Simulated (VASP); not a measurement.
# LiF (P6_3mc) in VASP: a series of runs

LiF is run at these levels: r2SCAN; tasks: single point.

All numbers are computed with VASP 6.6.1; they aren't measurements. Logs are shortened: lines on timing, memory, paths and dates and some standing lists are left out, and cuts for length are marked.

## 1. The cell of the first run

Symmetry: P6_3mc, No. 186, hexagonal system. Conventional cell: a = 3.081 Å, b = 3.081 Å, c = 4.785 Å, α = 90.00°, β = 90.00°, γ = 120.00°. Li (site symmetry 3m) has 4 F at 1.86 to 1.87 Å within 2.5 Å. F (site symmetry 3m) has 4 Li at 1.86 to 1.87 Å within 2.5 Å.

## 2. Single point, r2SCAN

The input, POSCAR:

```
LiF
1.0
    3.0810126371      0.0000000000      0.0000000000
   -1.5405063186      2.6682352131      0.0000000000
    0.0000000000      0.0000000000      4.7853429675
Li F
2 2
Direct
    0.3333333333      0.6666666667     -0.0074305300
    0.6666666667      0.3333333333      0.4925694700
    0.3333333333      0.6666666667      0.3824305300
    0.6666666667      0.3333333333      0.8824305300
```

The input, INCAR.step1:

```
ALGO = Normal ; EDIFF = 1E-4
ENCUT = 520 ; GGA = PE
ISMEAR = 0 ; LASPH = True
LCHARG = False ; LREAL = False
LWAVE = True ; NBANDS = 18
NELM = 60 ; PREC = Accurate
SIGMA = 0.5
```

The input, INCAR.step2:

```
ALGO = Normal ; EDIFF = 1E-7
ENCUT = 520 ; ISIF = 2
ISMEAR = 0 ; ISTART = 1
LASPH = True ; LCHARG = False
LMIXTAU = True ; LREAL = False
LWAVE = False ; METAGGA = R2SCAN
NBANDS = 18 ; NELM = 60
PREC = Accurate ; SIGMA = 0.5
```

The input, KPOINTS:

```
k-points
0
Gamma
  6 6 4
```

Potentials or basis: VASP PAW PBE potentials, release 64 (Li_sv, F).

On the command line:

```console
$ cat potpaw_PBE.64/Li_sv/POTCAR potpaw_PBE.64/F/POTCAR > POTCAR
$ cp INCAR.step1 INCAR
$ mpirun -np 1 vasp_std > vasp.out
$ cp INCAR.step2 INCAR
$ mpirun -np 1 vasp_std > vasp.out
```

OUTCAR:

```text
EDIFF = 1E-7
   ENCUT = 520
   ISIF = 2
   ISMEAR = 0
   ISTART = 1
   LASPH = True
   LREAL = False
   METAGGA = R2SCAN
   NELM = 60
   PREC = Accurate

 ion  position               nearest neighbor table
   1  0.333  0.667  0.993-   4 1.86   4 1.86   4 1.86   3 1.87
   2  0.667  0.333  0.493-   3 1.86   3 1.86   3 1.86   4 1.87
   3  0.333  0.667  0.382-   2 1.86   2 1.86   2 1.86   1 1.87
   4  0.667  0.333  0.882-   1 1.86   1 1.86   1 1.86   2 1.87

  LATTYP: Found a hexagonal cell.
 ALAT       =     3.0810126371
 C/A-ratio  =     1.5531721324

  Lattice vectors:

 A1 = (   3.0810126371,   0.0000000000,   0.0000000000)
 A2 = (  -1.5405063186,   2.6682352131,   0.0000000000)
 A3 = (   0.0000000000,   0.0000000000,   4.7853429675)

Analysis of symmetry for initial positions (statically):
=====================================================================
 Subroutine PRICEL returns:
 Original cell was already a primitive cell.

 Routine SETGRP: Setting up the symmetry group for a
 hexagonal supercell.

 Subroutine GETGRP returns: Found 12 space group operations
 (whereof  6 operations were pure point group operations)
 out of a pool of 24 trial point group operations.

The static configuration has the point symmetry C_3v.
 The point group associated with its full space group is C_6v.

Analysis of symmetry for dynamics (positions and initial velocities):
=====================================================================
 Subroutine PRICEL returns:
 Original cell was already a primitive cell.

 Routine SETGRP: Setting up the symmetry group for a
 hexagonal supercell.

 Subroutine GETGRP returns: Found 12 space group operations
 (whereof  6 operations were pure point group operations)
 out of a pool of 24 trial point group operations.

The dynamic configuration has the point symmetry C_3v.
 The point group associated with its full space group is C_6v.

 Subroutine INISYM returns: Found 12 space group operations
 (whereof  6 operations are pure point group operations),
 and found     1 'primitive' translations

----------------------------------------------------------------------------------------

                                     Primitive cell

  volume of cell :      39.3397

  direct lattice vectors                    reciprocal lattice vectors
     3.081012637  0.000000000  0.000000000     0.324568614  0.187389776  0.000000000
    -1.540506319  2.668235213  0.000000000     0.000000000  0.374779553  0.000000000
     0.000000000  0.000000000  4.785342968     0.000000000  0.000000000  0.208971438

  length of vectors
     3.081012637  3.081012637  4.785342968     0.374779553  0.374779553  0.208971438

  position of ions in fractional coordinates (direct lattice)
     0.333333333  0.666666667  0.992569470
     0.666666667  0.333333333  0.492569470
     0.333333333  0.666666667  0.382430530
     0.666666667  0.333333333  0.882430530

  ion indices of the primitive-cell ions
   primitive index   ion index
                 1           1
                 2           2
                 3           3
                 4           4

----------------------------------------------------------------------------------------

 KPOINTS: k-points

Automatic generation of k-mesh.
 Grid dimensions read from file:
 generate k-points for:    6    6    4

 Generating k-lattice:

  Cartesian coordinates                     Fractional coordinates (reciprocal lattice)
     0.054094769  0.031231629  0.000000000     0.166666667  0.000000000  0.000000000
     0.000000000  0.062463259  0.000000000     0.000000000  0.166666667  0.000000000
     0.000000000  0.000000000  0.052242859     0.000000000  0.000000000  0.250000000

  Length of vectors
     0.062463259  0.062463259  0.052242859

  Shift w.r.t. Gamma in fractional coordinates (k-lattice)
     0.000000000  0.000000000  0.000000000

 Subroutine IBZKPT returns following result:
 ===========================================

 Found     21 irreducible k-points:

 Following reciprocal coordinates:
            Coordinates               Weight
  0.000000  0.000000  0.000000      1.000000
  0.166667 -0.000000  0.000000      6.000000
  0.333333 -0.000000  0.000000      6.000000
  0.500000 -0.000000  0.000000      3.000000
  0.166667  0.166667  0.000000      6.000000
  0.333333  0.166667  0.000000     12.000000
[... 13 lines left out ...]
  0.333333  0.166667  0.500000     12.000000
  0.333333  0.333333  0.500000      2.000000
   k-points           NKPTS =     21   k-points in BZ     NKDIM =     21   number of bands    NBANDS=     18
   number of dos      NEDOS =    301   number of ions     NIONS =      4
   total plane-waves  NPLWV =  20736
   dimension x,y,z NGX =    24 NGY =   24 NGZ =   36
   dimension x,y,z NGXF=    48 NGYF=   48 NGZF=   72
   ions per type =               2   2
   NGX,Y,Z   is equivalent  to a cutoff of  12.95, 12.95, 12.51 a.u.
   NGXF,Y,Z  is equivalent  to a cutoff of  25.90, 25.90, 25.01 a.u.
 SYSTEM =  unknown system
   PREC   = accura    normal or accurate (medium, high low for compatibility)
   ISTART =      1    job   : 0-new  1-cont  2-samecut
   ICHARG =      0    charge: 1-file 2-atom 10-const
   ISPIN  =      1    spin polarized calculation?
   LNONCOLLINEAR =      F non collinear calculations
   LSORBIT =      F    spin-orbit coupling
   LASPH  =      T    aspherical Exc in radial PAW
   ENCUT  =  520.0 eV  38.22 Ry    6.18 a.u.   5.73  5.73  8.90*2*pi/ulx,y,z
   NELM   =     60;   NELMIN=  2; NELMDL=  0     # of ELM steps
   EDIFF  = 0.1E-06   stopping-criterion for ELM
   LREAL  =      F    real-space projection
   EDIFFG = 0.1E-05   stopping-criterion for IOM
   NSW    =      0    number of steps for IOM
   IBRION =     -1    ionic relax: 0-MD 1-quasi-New 2-CG
   NFREE  =      0    steps in history (QN), initial steepest desc. (CG)
   ISIF   =      2    stress and relaxation
   ISYM   =      2    0-nonsym 1-usesym 2-fastsym
   POTIM  = 0.5000    time-step for ionic-motion
   TEBEG  =    0.0;   TEEND  =   0.0 temperature during run
   PSTRESS=    0.0 pullay stress
   NELECT =      20.0000    total number of electrons
   NUPDOWN=      -1.0000    fix difference up-down
   EMIN   =  10.00;   EMAX   =-10.00  energy-range for DOS
   EFERMI =   0.00;   METHOD = LEGACY
   ISMEAR =     0;   SIGMA  =   0.50  broadening in eV -4-tet -1-fermi 0-gaus
   EFERMI_NEDOS =   21; number of points for ismear=-14 and -15
   IALGO  =     38    algorithm
   IMIX   =      4    mixing-type and parameters
     AMIX     =   0.40;   BMIX     =  1.00
     AMIX_MAG =   1.60;   BMIX_MAG =  1.00
  volume/ion in A,a.u.               =       9.83        66.37
  Fermi-wavevector in a.u.,A,eV,Ry     =   1.306596  2.469108 23.227767  1.707193
  Thomas-Fermi vector in A             =   2.437387
   LORBIT       =      0    0 simple, 1 ext, 2 COOP (PROOUT), +10 PAW based schemes
   METAGGA = R2SCAN    functional components
   LHFCALC =     F    Hartree Fock is set to
   AEXX    =    0.0000 exact exchange contribution
   IVDW    =     0    specifies the selected vdW correction
   LEPSILON=     F    determine dielectric tensor
   LRPA    =     F    only Hartree local field effects (RPA)
 non-spin polarized calculation
 Gauss-broadening in eV      SIGMA  =   0.50
  energy-cutoff  :      520.00
  volume of cell :       39.34
 maximum number of plane-waves:      1085
 NGX is ok and might be reduce to    24
   NGX = 11   NGY = 11   NGZ = 17

 number of electron      20.0000014 magnetization

 Free energy of the ion-electron system (eV)
  ---------------------------------------------------
  ext. energy  EPLUGINS =         0.00000000
  ---------------------------------------------------
  free energy    TOTEN  =       -23.65882867 eV

  energy without entropy =      -23.65882867  energy(sigma->0) =      -23.65882867

 E-fermi :  -0.8649     XC(G=0):  -9.4026

 val. band max:       -3.0262163647   @ k =   0.0000   0.0000   0.0000
 cond. band min:       5.6501475031   @ k =   0.0000   0.0000   0.0000
 fundamental gap:      8.6763638678
 Fermi energy:        -0.8648669678

 k-point     1 :       0.0000    0.0000    0.0000
  band No.  band energies     occupation
      1     -44.5905      2.00000
      2     -44.5468      2.00000
      3     -23.6235      2.00000
      4     -23.3914      2.00000
      5      -5.2183      2.00000
      6      -3.5431      2.00000
[... 10 lines left out ...]
     17      18.1858      0.00000
     18      19.2101      0.00000

 k-point     2 :       0.1667   -0.0000    0.0000
  band No.  band energies     occupation
      1     -44.5821      2.00000
      2     -44.5434      2.00000
      3     -23.5922      2.00000
      4     -23.3867      2.00000
      5      -5.0839      2.00000
      6      -3.8231      2.00000
[... 10 lines left out ...]
     17      18.4867      0.00000
     18      18.5137      0.00000

 k-point     3 :       0.3333   -0.0000    0.0000
  band No.  band energies     occupation
      1     -44.5636      2.00000
      2     -44.5384      2.00000
      3     -23.5193      2.00000
      4     -23.3871      2.00000
      5      -4.9053      2.00000
      6      -4.3093      2.00000
[... 10 lines left out ...]
     17      17.9947      0.00000
     18      19.1873      0.00000

 k-point     4 :       0.5000   -0.0000    0.0000
  band No.  band energies     occupation
      1     -44.5523      2.00000
      2     -44.5381      2.00000
      3     -23.4685      2.00000
      4     -23.4009      2.00000
      5      -5.0623      2.00000
      6      -4.2736      2.00000
[... 312 lines left out ...]
      4     -23.4664      2.00000
      5      -4.4596      2.00000
      6      -4.4596      2.00000
[... 10 lines left out ...]
     17      18.4248      0.00000
     18      18.4248      0.00000

 k-point    20 :       0.3333    0.1667    0.5000
  band No.  band energies     occupation
      1     -44.5451      2.00000
      2     -44.5451      2.00000
      3     -23.4374      2.00000
      4     -23.4374      2.00000
      5      -4.7013      2.00000
      6      -4.7013      2.00000
[... 10 lines left out ...]
     17      18.8567      0.00000
     18      18.8567      0.00000

 k-point    21 :       0.3333    0.3333    0.5000
  band No.  band energies     occupation
      1     -44.5422      2.00000
      2     -44.5422      2.00000
      3     -23.4276      2.00000
      4     -23.4276      2.00000
      5      -4.6195      2.00000
      6      -4.6195      2.00000
[... 10 lines left out ...]
     17      19.9231      0.00000
     18      19.9231      0.00000

------------------------ aborting loop because EDIFF is reached ----------------------------------------

  FORCE on cell =-STRESS in cart. coord.  units (eV):
  Direction    XX          YY          ZZ          XY          YZ          ZX
  --------------------------------------------------------------------------------------
  -------------------------------------------------------------------------------------
  Total       -0.0745036     -0.0745036     -0.0662812      0.0000000      0.0000000      0.0000000
  in kB       -3.0342916     -3.0342916     -2.6994193      0.0000000      0.0000000      0.0000000
  external PRESSURE =      -2.9226675 kB  Pullay stress =       0.0000000 kB

 VOLUME and BASIS-vectors are now :
 -----------------------------------------------------------------------------
  energy-cutoff  :      520.00
  volume of cell :       39.34
      direct lattice vectors                 reciprocal lattice vectors
     3.081012637  0.000000000  0.000000000     0.324568614  0.187389776  0.000000000
    -1.540506319  2.668235213  0.000000000     0.000000000  0.374779553  0.000000000
     0.000000000  0.000000000  4.785342968     0.000000000  0.000000000  0.208971438

 POSITION                                       TOTAL-FORCE (eV/Angst)
 -----------------------------------------------------------------------------------
     -0.00000      1.77882      4.74979        -0.000000     -0.000000     -0.003418
      1.54051      0.88941      2.35711        -0.000000      0.000000     -0.003418
     -0.00000      1.77882      1.83006        -0.000000      0.000000      0.003418
      1.54051      0.88941      4.22273         0.000000     -0.000000      0.003418
 -----------------------------------------------------------------------------------
    total drift:                               -0.000001     -0.000001     -0.056930

  FREE ENERGIE OF THE ION-ELECTRON SYSTEM (eV)
  ---------------------------------------------------
  free  energy   TOTEN  =       -23.6588286666 eV

  energy  without entropy=      -23.6588286665  energy(sigma->0) =      -23.65882867
```

Run time: 59 s. Hardware: 1 thread of Oxide Virtual Turin-like, shared host; peak memory 0.12 GiB.

What came out:

| Property | Result |
| --- | --- |
| Free energy | -23.6588 eV |
| Largest force | 0.003 eV/Å |
| Band gap on the k mesh | 8.68 eV, direct |

Forces in eV/Å, atoms in the order of the input:
```
Li   0.000  0.000 -0.003
Li   0.000  0.000 -0.003
F    0.000  0.000  0.003
F    0.000  0.000  0.003
```

Levels at points of the mesh, in eV from the valence-band top:
| k point | band 6 | band 7 | band 8 | band 9 | band 10 | band 11 | band 12 | band 13 | band 14 | band 15 |
| --- | --- | --- | --- | --- | --- | --- | --- | --- | --- | --- |
| (0.00, 0.00, 0.00) | -0.52 | -0.52 | -0.19 | -0.19 | 0.00 | 8.68 | 13.10 | 16.53 | 19.93 | 19.93 |
| (0.50, 0.00, 0.00) | -1.25 | -1.05 | -1.05 | -0.55 | -0.41 | 12.04 | 13.20 | 15.96 | 16.20 | 18.55 |
| (0.00, 0.00, 0.50) | -1.15 | -0.35 | -0.35 | -0.35 | -0.35 | 10.41 | 10.41 | 19.04 | 19.04 | 20.23 |
| (0.50, 0.00, 0.50) | -1.79 | -0.74 | -0.74 | -0.57 | -0.57 | 12.06 | 12.06 | 16.04 | 16.04 | 20.53 |

Caveat: the cutoff is under 1.25 times the usual one of these potentials, so pressure, stress and relaxed cells hold a basis-set (Pulay) error; the PAW data sets were made with another functional, which shifts forces and pressure a little.

## 3. Single point, r2SCAN

POSCAR is that of step 2.

The input, INCAR.step1:

```
  PREC = Accurate
  ENCUT = 520
  ISMEAR = 0
  SIGMA = 0.01
  LREAL = F
  LASPH = T
  NELM = 80
  NBANDS = 18
  GGA = PE
  ALGO = Normal
  EDIFF = 1E-4
  LWAVE = T
  LCHARG = F
```

The input, INCAR.step2:

```
  PREC = Accurate
  ENCUT = 520
  EDIFF = 1E-6
  ISMEAR = 0
  SIGMA = 0.01
  LREAL = F
  LASPH = T
  NELM = 80
  ALGO = Normal
  ISIF = 2
  LWAVE = F
  LCHARG = F
  METAGGA = R2SCAN
  LMIXTAU = T
  NBANDS = 18
  ISTART = 1
```

The input, KPOINTS:

```
regular mesh
0
Gamma
  6 6 4
```

Potentials or basis: VASP PAW PBE potentials, release 64 (Li_sv, F).

On the command line:

```console
$ cat potpaw_PBE.64/Li_sv/POTCAR potpaw_PBE.64/F/POTCAR > POTCAR
$ cp INCAR.step1 INCAR
$ mpirun -np 1 vasp_std > vasp.out
$ cp INCAR.step2 INCAR
$ mpirun -np 1 vasp_std > vasp.out
```

Wall time 66 s (1 thread of Oxide Virtual Turin-like, shared host); peak memory 0.12 GiB.

Results (log left out):

- Free energy: -23.6588 eV
- Largest force: 0.003 eV/Å
- Band gap on the k mesh: 8.68 eV, direct

Forces in eV/Å, atoms in the order of the input:
```
Li   0.000  0.000 -0.003
Li   0.000  0.000 -0.003
F    0.000  0.000  0.003
F    0.000  0.000  0.003
```

Levels at points of the mesh, in eV from the valence-band top:
| k point | band 8 | band 9 | band 10 | band 11 | band 12 | band 13 |
| --- | --- | --- | --- | --- | --- | --- |
| (0.00, 0.00, 0.00) | -0.19 | -0.19 | 0.00 | 8.68 | 13.10 | 16.53 |
| (0.50, 0.00, 0.00) | -1.05 | -0.55 | -0.41 | 12.04 | 13.20 | 15.96 |
| (0.00, 0.00, 0.50) | -0.35 | -0.35 | -0.35 | 10.41 | 10.41 | 19.04 |
| (0.50, 0.00, 0.50) | -0.74 | -0.57 | -0.57 | 12.06 | 12.06 | 16.04 |

Caveat: the cutoff is under 1.25 times the usual one of these potentials, so pressure, stress and relaxed cells hold a basis-set (Pulay) error; the PAW data sets were made with another functional, which shifts forces and pressure a little.
